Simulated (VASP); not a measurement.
# Pt (P6_3/mmc) in VASP: single point with LDA

Aim: the single point of Pt with LDA.

All numbers are computed with VASP 6.6.1; they aren't measurements. Logs are shortened: lines on timing, memory, paths and dates and some standing lists are left out, and cuts for length are marked.

### 1 The cell of the first run

It takes space group P6_3/mmc (No. 194, hexagonal). Conventional cell: a = 2.708 Å, b = 2.708 Å, c = 4.676 Å, α = 90.00°, β = 90.00°, γ = 120.00°. Within 3.6 Å of Pt (site symmetry -6m2) lie 12 Pt at 2.71 to 2.81 Å.

This isn't the form of Pt at room conditions, which is fcc.

### 2 Single point, LDA

The input, INCAR:

```
SYSTEM = Pt
PREC = Accurate
ENCUT = 500
EDIFF = 1E-6
ISMEAR = 0
SIGMA = 0.1
LREAL = .FALSE.
LASPH = .TRUE.
NELM = 120
ALGO = Normal
ISIF = 2
LWAVE = .FALSE.
LCHARG = .FALSE.
NBANDS = 17
GGA_COMPAT = .FALSE.
```

The input, KPOINTS:

```
Automatic mesh
0
G
  18 18 10
  0 0 0
```

The input, POSCAR:

```
Pt
1.0
    2.7083145576      0.0000000000      0.0000000000
   -1.3541572788      2.3454692083      0.0000000000
    0.0000000000      0.0000000000      4.6764491614
Pt
2
Direct
    0.3333333333      0.6666666667      0.2500000000
    0.6666666667      0.3333333333      0.7500000000
```

Potentials or basis: VASP PAW LDA potentials, release 64 (Pt).

Run with:

```sh
> cat potpaw_LDA.64/Pt/POTCAR > POTCAR
> mpirun -np 1 vasp_std > vasp.out
```

OUTCAR:

```text
SYSTEM = Pt
   PREC = Accurate
   ENCUT = 500
   EDIFF = 1E-6
   ISMEAR = 0
   LREAL = .FALSE.
   LASPH = .TRUE.
   NELM = 120
   ISIF = 2

 ion  position               nearest neighbor table
   1  0.333  0.667  0.250-   2 2.81   2 2.81   2 2.81   2 2.81   2 2.81   2 2.81
   2  0.667  0.333  0.750-   1 2.81   1 2.81   1 2.81   1 2.81   1 2.81   1 2.81

  LATTYP: Found a hexagonal cell.
 ALAT       =     2.7083145576
 C/A-ratio  =     1.7267008916

  Lattice vectors:

 A1 = (   2.7083145576,   0.0000000000,   0.0000000000)
 A2 = (  -1.3541572788,   2.3454692083,   0.0000000000)
 A3 = (   0.0000000000,   0.0000000000,   4.6764491614)

Analysis of symmetry for initial positions (statically):
=====================================================================
 Subroutine PRICEL returns:
 Original cell was already a primitive cell.

 Routine SETGRP: Setting up the symmetry group for a
 hexagonal supercell.

 Subroutine GETGRP returns: Found 24 space group operations
 (whereof 12 operations were pure point group operations)
 out of a pool of 24 trial point group operations.

The static configuration has the point symmetry D_3d.
 The point group associated with its full space group is D_6h.

Analysis of symmetry for dynamics (positions and initial velocities):
=====================================================================
 Subroutine PRICEL returns:
 Original cell was already a primitive cell.

 Routine SETGRP: Setting up the symmetry group for a
 hexagonal supercell.

 Subroutine GETGRP returns: Found 24 space group operations
 (whereof 12 operations were pure point group operations)
 out of a pool of 24 trial point group operations.

The dynamic configuration has the point symmetry D_3d.
 The point group associated with its full space group is D_6h.

 Subroutine INISYM returns: Found 24 space group operations
 (whereof 12 operations are pure point group operations),
 and found     1 'primitive' translations

----------------------------------------------------------------------------------------

                                     Primitive cell

  volume of cell :      29.7061

  direct lattice vectors                    reciprocal lattice vectors
     2.708314558  0.000000000  0.000000000     0.369233329  0.213176962  0.000000000
    -1.354157279  2.345469208  0.000000000     0.000000000  0.426353924  0.000000000
     0.000000000  0.000000000  4.676449161     0.000000000  0.000000000  0.213837458

  length of vectors
     2.708314558  2.708314558  4.676449161     0.426353924  0.426353924  0.213837458

  position of ions in fractional coordinates (direct lattice)
     0.333333333  0.666666667  0.250000000
     0.666666667  0.333333333  0.750000000

  ion indices of the primitive-cell ions
   primitive index   ion index
                 1           1
                 2           2

----------------------------------------------------------------------------------------

 KPOINTS: Automatic mesh

Automatic generation of k-mesh.
 Grid dimensions read from file:
 generate k-points for:   18   18   10

 Generating k-lattice:

  Cartesian coordinates                     Fractional coordinates (reciprocal lattice)
     0.020512963  0.011843165  0.000000000     0.055555556  0.000000000  0.000000000
     0.000000000  0.023686329  0.000000000     0.000000000  0.055555556  0.000000000
     0.000000000  0.000000000  0.021383746     0.000000000  0.000000000  0.100000000

  Length of vectors
     0.023686329  0.023686329  0.021383746

  Shift w.r.t. Gamma in fractional coordinates (k-lattice)
     0.000000000  0.000000000  0.000000000

 Subroutine IBZKPT returns following result:
 ===========================================

 Found    222 irreducible k-points:

 Following reciprocal coordinates:
            Coordinates               Weight
  0.000000  0.000000  0.000000      1.000000
  0.055556  0.000000  0.000000      6.000000
  0.111111  0.000000  0.000000      6.000000
  0.166667  0.000000  0.000000      6.000000
  0.222222  0.000000  0.000000      6.000000
  0.277778 -0.000000  0.000000      6.000000
[... 16 lines left out ...]
  0.333333  0.111111  0.000000     12.000000
  0.388889  0.111111  0.000000     12.000000
 [... further k-points ...]
   k-points           NKPTS =    222   k-points in BZ     NKDIM =    222   number of bands    NBANDS=     17
   number of dos      NEDOS =    301   number of ions     NIONS =      2
   total plane-waves  NPLWV =  14400
   dimension x,y,z NGX =    20 NGY =   20 NGZ =   36
   dimension x,y,z NGXF=    40 NGYF=   40 NGZF=   72
   ions per type =               2
   NGX,Y,Z   is equivalent  to a cutoff of  12.28, 12.28, 12.80 a.u.
   NGXF,Y,Z  is equivalent  to a cutoff of  24.55, 24.55, 25.60 a.u.
 SYSTEM =  Pt
   PREC   = accura    normal or accurate (medium, high low for compatibility)
   ISTART =      0    job   : 0-new  1-cont  2-samecut
   ICHARG =      2    charge: 1-file 2-atom 10-const
   ISPIN  =      1    spin polarized calculation?
   LNONCOLLINEAR =      F non collinear calculations
   LSORBIT =      F    spin-orbit coupling
   LASPH  =      T    aspherical Exc in radial PAW
   ENCUT  =  500.0 eV  36.75 Ry    6.06 a.u.   4.94  4.94  8.53*2*pi/ulx,y,z
   NELM   =    120;   NELMIN=  2; NELMDL= -5     # of ELM steps
   EDIFF  = 0.1E-05   stopping-criterion for ELM
   LREAL  =      F    real-space projection
   EDIFFG = 0.1E-04   stopping-criterion for IOM
   NSW    =      0    number of steps for IOM
   IBRION =     -1    ionic relax: 0-MD 1-quasi-New 2-CG
   NFREE  =      0    steps in history (QN), initial steepest desc. (CG)
   ISIF   =      2    stress and relaxation
   ISYM   =      2    0-nonsym 1-usesym 2-fastsym
   POTIM  = 0.5000    time-step for ionic-motion
   TEBEG  =    0.0;   TEEND  =   0.0 temperature during run
   PSTRESS=    0.0 pullay stress
   NELECT =      20.0000    total number of electrons
   NUPDOWN=      -1.0000    fix difference up-down
   EMIN   =  10.00;   EMAX   =-10.00  energy-range for DOS
   EFERMI =   0.00;   METHOD = LEGACY
   ISMEAR =     0;   SIGMA  =   0.10  broadening in eV -4-tet -1-fermi 0-gaus
   EFERMI_NEDOS =   21; number of points for ismear=-14 and -15
   IALGO  =     38    algorithm
   IMIX   =      4    mixing-type and parameters
     AMIX     =   0.40;   BMIX     =  1.00
     AMIX_MAG =   1.60;   BMIX_MAG =  1.00
  volume/ion in A,a.u.               =      14.85       100.23
  Fermi-wavevector in a.u.,A,eV,Ry     =   1.434839  2.711452 28.011167  2.058763
  Thomas-Fermi vector in A             =   2.554203
   LORBIT       =      0    0 simple, 1 ext, 2 COOP (PROOUT), +10 PAW based schemes
   GGA     = CA    functional components
   LHFCALC =     F    Hartree Fock is set to
   AEXX    =    0.0000 exact exchange contribution
   IVDW    =     0    specifies the selected vdW correction
   LEPSILON=     F    determine dielectric tensor
   LRPA    =     F    only Hartree local field effects (RPA)
 non-spin polarized calculation
 Gauss-broadening in eV      SIGMA  =   0.10
  energy-cutoff  :      500.00
  volume of cell :       29.71
 maximum number of plane-waves:       777
 NGX is ok and might be reduce to    20
   NGX =  9   NGY =  9   NGZ = 17

 number of electron      20.0000001 magnetization

 Free energy of the ion-electron system (eV)
  ---------------------------------------------------
  ext. energy  EPLUGINS =         0.00000000
  ---------------------------------------------------
  free energy    TOTEN  =       -14.88899189 eV

  energy without entropy =      -14.87060851  energy(sigma->0) =      -14.87980020

 E-fermi :  11.4080     XC(G=0): -13.7718

 val. band max:       11.4062991724   @ k =   0.3333   0.0000   0.1000
 cond. band min:      11.4102117772   @ k =   0.2222   0.1667   0.4000
 fundamental gap:      0.0039126048
 Fermi energy:        11.4080035161

 k-point     1 :       0.0000    0.0000    0.0000
  band No.  band energies     occupation
      1       1.0171      2.00000
      2       3.7198      2.00000
      3       7.0742      2.00000
      4       7.6148      2.00000
      5       7.6148      2.00000
      6       8.0313      2.00000
[... 9 lines left out ...]
     16      28.6754      0.00000
     17      32.9860      0.00000

 k-point     2 :       0.0556    0.0000    0.0000
  band No.  band energies     occupation
      1       1.1360      2.00000
      2       3.8302      2.00000
      3       7.0607      2.00000
      4       7.6095      2.00000
      5       7.7085      2.00000
      6       7.9690      2.00000
[... 9 lines left out ...]
     16      28.8605      0.00000
     17      32.2685      0.00000

 k-point     3 :       0.1111    0.0000    0.0000
  band No.  band energies     occupation
      1       1.4835      2.00000
      2       4.1415      2.00000
      3       6.9597      2.00000
      4       7.6355      2.00000
      5       7.8543      2.00000
      6       7.9851      2.00000
[... 9 lines left out ...]
     16      29.2163      0.00000
     17      31.1590      0.00000

 k-point     4 :       0.1667    0.0000    0.0000
  band No.  band energies     occupation
      1       2.0288      2.00000
      2       4.5751      2.00000
      3       6.7860      2.00000
      4       7.4696      2.00000
      5       7.7202      2.00000
      6       8.0602      2.00000
[... 9 lines left out ...]
     16      29.2590      0.00000
     17      29.8095      0.00000

 k-point     5 :       0.2222    0.0000    0.0000
  band No.  band energies     occupation
      1       2.7098      2.00000
      2       4.9315      2.00000
      3       6.7548      2.00000
      4       6.9608      2.00000
      5       7.2502      2.00000
      6       8.5383      2.00000
[... 9 lines left out ...]
     16      28.3732      0.00000
     17      29.9714      0.00000

 k-point     6 :       0.2778   -0.0000    0.0000
  band No.  band energies     occupation
      1       3.4141      2.00000
      2       4.9759      2.00000
      3       6.3195      2.00000
      4       6.9736      2.00000
      5       7.2590      2.00000
      6       8.3668      2.00000
[... 9 lines left out ...]
     16      27.0861      0.00000
     17      29.9347      0.00000

 k-point     7 :       0.3333    0.0000    0.0000
  band No.  band energies     occupation
      1       3.9762      2.00000
      2       4.8057      2.00000
      3       5.8097      2.00000
      4       7.1501      2.00000
      5       7.7410      2.00000
      6       8.0954      2.00000
[... 9 lines left out ...]
     16      26.2593      0.00000
     17      27.4626      0.00000

 k-point     8 :       0.3889    0.0000    0.0000
  band No.  band energies     occupation
      1       4.2777      2.00000
      2       4.6138      2.00000
      3       5.4397      2.00000
      4       7.5119      2.00000
      5       7.8853      2.00000
      6       8.0563      2.00000
[... 9 lines left out ...]
     16      24.9046      0.00000
     17      25.5910      0.00000
[... 203 lines left out ...]
      1       2.3481      2.00000
      2       4.8498      2.00000
      3       6.5892      2.00000
      4       7.4303      2.00000
      5       7.4679      2.00000
      6       7.9715      2.00000
[... 9 lines left out ...]
     16      28.9017      0.00000
     17      29.2812      0.00000

 k-point    20 :       0.1667    0.1111    0.0000
  band No.  band energies     occupation
      1       3.0223      2.00000
      2       5.2635      2.00000
      3       6.4049      2.00000
      4       6.8122      2.00000
      5       7.3014      2.00000
      6       8.0905      2.00000
[... 9 lines left out ...]
     16      28.2614      0.00000
     17      29.6266      0.00000

 k-point    21 :       0.2222    0.1111    0.0000
  band No.  band energies     occupation
      1       3.7418      2.00000
      2       5.3451      2.00000
      3       6.2625      2.00000
      4       6.5389      2.00000
      5       7.2917      2.00000
      6       7.8445      2.00000
[... 9 lines left out ...]
     16      27.3755      0.00000
     17      29.7891      0.00000

 k-point    22 :       0.2778    0.1111    0.0000
  band No.  band energies     occupation
      1       4.3391      2.00000
      2       5.1504      2.00000
      3       5.8138      2.00000
      4       6.8686      2.00000
      5       7.5901      2.00000
      6       7.6789      2.00000
[... 9 lines left out ...]
     16      26.6258      0.00000
     17      27.8640      0.00000

 k-point    23 :       0.3333    0.1111    0.0000
  band No.  band energies     occupation
      1       4.6639      2.00000
      2       4.9422      2.00000
      3       5.4835      2.00000
      4       7.3161      2.00000
      5       7.6001      2.00000
      6       7.9930      2.00000
[... 9 lines left out ...]
     16      25.7413      0.00000
     17      26.0135      0.00000

 k-point    24 :       0.3889    0.1111    0.0000
  band No.  band energies     occupation
      1       4.7344      2.00000
      2       4.8380      2.00000
      3       5.2819      2.00000
      4       7.6102      2.00000
      5       7.8077      2.00000
      6       7.8941      2.00000
[... 9 lines left out ...]
     16      24.1023      0.00000
     17      25.5537      0.00000

 [... further k-points ...]
[... 5 lines left out ...]
  --------------------------------------------------------------------------------------
  -------------------------------------------------------------------------------------
  Total        0.1751379      0.1751379      0.0847255      0.0000000     -0.0000000      0.0000000
  in kB        9.4459518      9.4459518      4.5696155      0.0000000     -0.0000000      0.0000000
  external PRESSURE =       7.8205064 kB  Pullay stress =       0.0000000 kB

 VOLUME and BASIS-vectors are now :
 -----------------------------------------------------------------------------
  energy-cutoff  :      500.00
  volume of cell :       29.71
      direct lattice vectors                 reciprocal lattice vectors
     2.708314558  0.000000000  0.000000000     0.369233329  0.213176962  0.000000000
    -1.354157279  2.345469208  0.000000000     0.000000000  0.426353924  0.000000000
     0.000000000  0.000000000  4.676449161     0.000000000  0.000000000  0.213837458

 POSITION                                       TOTAL-FORCE (eV/Angst)
 -----------------------------------------------------------------------------------
     -0.00000      1.56365      1.16911        -0.000000     -0.000000      0.000000
      1.35416      0.78182      3.50734         0.000000      0.000000      0.000000
 -----------------------------------------------------------------------------------
    total drift:                               -0.000000      0.000000     -0.000000

  FREE ENERGIE OF THE ION-ELECTRON SYSTEM (eV)
  ---------------------------------------------------
  free  energy   TOTEN  =       -14.8889918910 eV

  energy  without entropy=      -14.8706085058  energy(sigma->0) =      -14.87980020
```

It took 70 s on 1 thread of Intel Xeon 8259CL, shared host; peak memory 0.2 GiB.

Results:

- Free energy: -14.8890 eV
- Pressure: 0.8 GPa
- Band gap on the k mesh: zero (bands 10 and 11 overlap by 1.41 eV)

Caveat: spin-orbit coupling is left out, which moves the levels of the heavy elements.
